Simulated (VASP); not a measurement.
Wanted: the native input for a VASP 6.6.1 run.

```
Task                   : single point
Functional             : r2SCAN
Potentials or basis    : VASP PAW PBE potentials, release 64 (Tl_d, Cl)
Cutoff                 : 550 eV
k mesh                 : 6 × 6 × 6
Occupations            : gaussian, width 0.01 eV
Spin                   : no spin polarisation
Dipole correction      : no
Further INCAR settings : ALGO = Normal; EDIFF = 1e-06; NBANDS = 17
```

The system is TlCl.

```
Tl Cl
1.0
     3.76046    0.00000    0.00000
     0.00000    3.76046    0.00000
     0.00000    0.00000    3.76046
Tl Cl
1 1
Direct
  0.00000 0.00000 0.00000
  0.50000 0.50000 0.50000
```

This cell differs from its parent crystal: volume changed by -6%.

The input as run:

POSCAR

```
TlCl
1.0
    3.7604602626      0.0000000000      0.0000000000
    0.0000000000      3.7604602626      0.0000000000
    0.0000000000      0.0000000000      3.7604602626
Tl Cl
1 1
Direct
    0.0000000000      0.0000000000      0.0000000000
    0.5000000000      0.5000000000      0.5000000000
```

INCAR.step1

```
SYSTEM = TlCl
PREC = Accurate ; ENCUT = 550
ISMEAR = 0 ; SIGMA = 0.01
LREAL = .FALSE. ; LASPH = .TRUE.
NELM = 120 ; NBANDS = 17
GGA = PE ; ALGO = Normal
EDIFF = 1E-5 ; LWAVE = .TRUE.
LCHARG = .FALSE. ; GGA_COMPAT = .FALSE.
```

INCAR.step2

```
SYSTEM = TlCl
PREC = Accurate ; ENCUT = 550
EDIFF = 1E-6 ; ISMEAR = 0
SIGMA = 0.01 ; LREAL = .FALSE.
LASPH = .TRUE. ; NELM = 120
ALGO = Normal ; ISIF = 2
LWAVE = .FALSE. ; LCHARG = .TRUE.
METAGGA = R2SCAN ; LMIXTAU = .TRUE.
LELF = .TRUE. ; LVHAR = .TRUE.
NBANDS = 17 ; ISTART = 1
GGA_COMPAT = .FALSE.
```

KPOINTS

```
Automatic mesh
0
G
  6 6 6
  0 0 0
```

Potentials or basis: VASP PAW PBE potentials, release 64 (Tl_d, Cl).

The run is started by

```sh
$ cat potpaw_PBE.64/Tl_d/POTCAR potpaw_PBE.64/Cl/POTCAR > POTCAR
$ cp INCAR.step1 INCAR
$ mpirun -np 1 vasp_std > vasp.out
$ cp INCAR.step2 INCAR
$ mpirun -np 1 vasp_std > vasp.out
```

It gave:

```
Pressure               : 2.0 GPa
Band gap on the k mesh : 2.36 eV, direct
```

Caveat: the PAW data sets were made with another functional, which shifts forces and pressure a little; spin-orbit coupling is left out, which moves the levels of the heavy elements.

Run time: 2.3 min on 1 thread of Intel Xeon 8259CL, with other jobs on the host, peak memory 0.18 GiB.
